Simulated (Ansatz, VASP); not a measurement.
## Two plane-wave programs on ZnSe

The input INCAR:

```
PREC = Accurate
ENCUT = 520
EDIFF = 1E-6
ISMEAR = 0
SIGMA = 0.05
LREAL = F
LASPH = T
NELM = 100
ALGO = Normal
ISIF = 2
LWAVE = F
LCHARG = T
LELF = T
LVHAR = T
NBANDS = 26
```

The input KPOINTS:

```
regular mesh
0
Gamma
  8 8 6
```

The input POSCAR:

```
ZnSe
1.0
    3.9824792206      0.0000000000      0.0000000000
    0.0000000000      3.9824792206      0.0000000000
    0.0000000000      0.0000000000      5.8869000000
Zn Se
2 2
Direct
    0.0000000000      0.0000000000      0.0000000000
    0.5000000000      0.5000000000      0.0000000000
    0.0000000000      0.5000000000      0.2797006019
    0.5000000000      0.0000000000      0.7202993981
```

Input for Ansatz:

```yaml
crystal:
  lattice:
    - [3.9824792206, 0.0, 0.0]
    - [0.0, 3.9824792206, 0.0]
    - [0.0, 0.0, 5.8869]
  atoms:
    - { symbol: Zn, position: [0.0, 0.0, 0.0] }
    - { symbol: Zn, position: [0.5, 0.5, 0.0] }
    - { symbol: Se, position: [0.0, 0.5, 0.2797006019] }
    - { symbol: Se, position: [0.5, 0.0, 0.7202993981] }
basis:
  ecutwfc: 520.0
kpoints:
  mp_grid: { grid: [8, 8, 6] }
hamiltonian:
  xc: lda
  pseudopotentials: { kind: paw, azcp: { folder: soft_1 } }
scf:
  occupations: { method: gaussian, width: 0.05 }
output:
  forces: true
  stress: true
  eigenvalues: true
```

Alike in both runs: task single point; functional LDA; k mesh 8 × 8 × 6; occupations gaussian, width 0.05 eV; no spin polarisation.

|  | VASP | Ansatz |
| --- | --- | --- |
| version | VASP 6.6.1 | Ansatz 0.2.0 |
| potentials or method | VASP PAW LDA potentials, release 64 (Zn, Se), cutoff 520 eV | scalar-relativistic, plane waves, PAW |
| valence electrons in the cell | 36 | 56 |

|  | VASP | Ansatz | Ansatz less VASP |
| --- | --- | --- | --- |
| gap on the k mesh at the Fermi level (eV) | 1.22 | 1.20 | -0.021 |
| least direct gap on the mesh (eV) | 1.22 | 1.20 | -0.021 |
| pressure (GPa) | -6.1 | -6.4 | -0.28 |
| traceless stress, the component that is largest in VASP (GPa) | -3.21 | -3.21 | +0.003 |
| rms of the force components (eV/Å) | 0.593 | 0.611 | +0.0184 |

Ansatz warns that its potentials were made for another functional, while VASP's fit it. LDA's correlation is that of Perdew and Zunger in VASP and of Perdew and Wang (1992) in Ansatz. Atom by atom the forces differ by 0.018 eV/Å (rms over components). VASP's potentials hold 36 valence electrons a cell and Ansatz's 56, so a difference there can come from the potentials and not from the codes.
